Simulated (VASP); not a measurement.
PtRhSe3, 5 atoms in the cell. The structure is cubic, space group Pm-3m (No. 221). The conventional cell has a = 4.920 Å, b = 4.920 Å, c = 4.920 Å, α = 90.00°, β = 90.00°, γ = 90.00°. Rh (site symmetry m-3m) has 12 Se at 3.48 Å and 8 Pt at 4.26 Å within 4.6 Å. Within 3.2 Å of Pt (site symmetry m-3m) lie 6 Se at 2.46 Å. Se (site symmetry 4/mmm) has 2 Pt at 2.46 Å within 3.2 Å. 

```yaml
Program: VASP 6.6.1
Task: single point
Functional: PBE
Potentials_or_basis: VASP PAW PBE potentials, release 64 (Rh_pv, Pt, Se)
Cutoff: 500 eV
k_mesh: 8 × 8 × 8
Occupations: gaussian, width 0.1 eV
Spin: collinear spin, ferromagnetic start
Starting_moments: "[1.56, 0.0, 0.0, 0.0, 0.0] μB"
Dipole_correction: no
Further_INCAR_settings: ALGO = Normal; EDIFF = 1e-06; NBANDS = 34
```

Potentials or basis: VASP PAW PBE potentials, release 64 (Rh_pv, Pt, Se).

The run is started by

```sh
$ cat potpaw_PBE.64/Rh_pv/POTCAR potpaw_PBE.64/Pt/POTCAR potpaw_PBE.64/Se/POTCAR > POTCAR
$ mpirun -np 1 vasp_std > vasp.out
```

Hardware: 1 thread of Intel(R) Xeon(R) Platinum 8259CL CPU @ 2.50GHz (Skylake/Cascade Lake), with other jobs on the host.

Problem. How long does it take, and how much memory?

Solution. It took 3.9 min on 1 thread of Intel(R) Xeon(R) Platinum 8259CL CPU @ 2.50GHz (Skylake/Cascade Lake), on a shared host, peak memory 0.38 GiB. Counts: scf iterations 15, k points 35.
